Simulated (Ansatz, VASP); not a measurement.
# Two plane-wave programs on BAs

File INCAR:

```
SYSTEM = BAs
  ALGO = Normal
  EDIFF = 1E-6
  ENCUT = 500
  GGA = PE
  GGA_COMPAT = .False.
  ISIF = 2
  ISMEAR = 0
  LASPH = .True.
  LCHARG = .False.
  LREAL = .False.
  LWAVE = .False.
  NBANDS = 11
  NELM = 120
  PREC = Accurate
  SIGMA = 0.01
```

File KPOINTS:

```
k-points
0
Gamma
  8 8 8
  0 0 0
```

Contents of POSCAR:

```
BAs
1.0
    0.0000000000      2.3918699019      2.3918699019
    2.3918699019      0.0000000000      2.3918699019
    2.3918699019      2.3918699019      0.0000000000
B As
1 1
Direct
    0.0000000000      0.0000000000      0.0000000000
    0.2500000000      0.2500000000      0.2500000000
```

Input for Ansatz:

```yaml
crystal:
  lattice:
    - [0.0, 2.3918699019, 2.3918699019]
    - [2.3918699019, 0.0, 2.3918699019]
    - [2.3918699019, 2.3918699019, 0.0]
  atoms:
    - { symbol: B, position: [0.0, 0.0, 0.0] }
    - { symbol: As, position: [0.25, 0.25, 0.25] }
kpoints:
  mp_grid: { grid: [8, 8, 8] }
hamiltonian:
  xc: pbe
scf:
  occupations: { method: fixed }
output:
  optics:
    e_range: [0, 12]
    de: 0.05
    sigma: 0.1
    bands: { spectra_wanted_up_to: 12 }
  write_density: true
  write_potential: true
  elf: true
  volumetric_format: npy
```

Alike in both runs: task single point; functional PBE; k mesh 8 × 8 × 8; no spin polarisation.

|  | VASP | Ansatz |
| --- | --- | --- |
| version | VASP 6.6.1 | Ansatz 0.2.0 |
| potentials or method | VASP PAW PBE potentials, release 64 (B, As) | plane waves, PAW |
| plane-wave cutoff (eV) | 500 | 420 |
| occupations | gaussian, width 0.01 eV | fixed |
| valence electrons in the cell | 8 | 18 |

Ansatz gave:

| Quantity | Value |
| --- | --- |
| gap on the k mesh at the Fermi level (eV) | 1.20 |

Task: Estimate VASP's values.

Result: gap on the k mesh at the Fermi level (eV): 1.19.

VASP's potentials hold 8 valence electrons a cell and Ansatz's 18, so a difference there can come from the potentials and not from the codes.
